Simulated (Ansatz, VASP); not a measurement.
## Two plane-wave programs on KCl

```
CELL_PARAMETERS angstrom
0.00000 3.01049 3.01049
3.01049 0.00000 3.01049
3.01049 3.01049 0.00000
ATOMIC_POSITIONS crystal
K 0.00000 0.00000 0.00000
Cl 0.50000 0.50000 0.50000
```

Alike in both runs: task single point; functional PBE; k mesh 8 × 8 × 8; occupations gaussian, width 0.05 eV; no spin polarisation.

|  | VASP | Ansatz |
| --- | --- | --- |
| version | VASP 6.6.1 | Ansatz 0.2.0 |
| potentials or method | VASP PAW PBE potentials, release 64 (K_sv, Cl), cutoff 520 eV | scalar-relativistic, plane waves, PAW |
| valence electrons in the cell | 16 | 16 |

Ansatz gave:

* gap on the k mesh at the Fermi level (eV): 5.68
* least direct gap on the mesh (eV): 5.68
* pressure (GPa): 4.3

Question: Estimate VASP's values.

Answer: gap on the k mesh at the Fermi level (eV): 5.68; least direct gap on the mesh (eV): 5.68; pressure (GPa): 4.4.
